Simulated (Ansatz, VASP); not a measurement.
## SnSe2: VASP beside Ansatz

```
Sn Se
1.0
     3.81100    0.00000    0.00000
    -1.90550    3.30042    0.00000
     0.00000    0.00000    6.13700
Sn Se
1 2
Direct
  0.00000 0.00000 0.00000
  0.32401 0.64803 0.24301
  0.65735 0.31469 0.74301
```

Change from the starting cell: all Se atoms moved +0.075 Å, as atom 2 towards its neighbour atom 1 (Sn) at 2.682 Å.

Alike in both runs: task single point; functional PBEsol; k mesh 12 × 12 × 6; occupations gaussian, width 0.05 eV; no spin polarisation.

```csv
,VASP,Ansatz
version,VASP 6.6.1,Ansatz 0.2.0
potentials or method,"VASP PAW PBE potentials, release 64 (Sn_d, Se), cutoff 520 eV","scalar-relativistic, plane waves, PAW"
valence electrons in the cell,26,46
```

Ansatz gave:

* gap on the k mesh at the Fermi level (eV): 0.62
* least direct gap on the mesh (eV): 0.99
* pressure (GPa): 2.4
* traceless stress, the component that is largest in VASP (GPa): 1.08
* rms of the force components (eV/Å): 0.420

Q: What did VASP give for the same quantities?

A: gap on the k mesh at the Fermi level (eV): 0.62; least direct gap on the mesh (eV): 0.98; pressure (GPa): 2.5; traceless stress, the component that is largest in VASP (GPa): 1.08; rms of the force components (eV/Å): 0.428.

VASP's potentials were made for PBE, not for PBEsol. Atom by atom the forces differ by 0.011 eV/Å (rms over components). The functional is the same, so the differences come from potentials, cutoffs and numerics. VASP's potentials hold 26 valence electrons a cell and Ansatz's 46, so a difference there can come from the potentials and not from the codes.
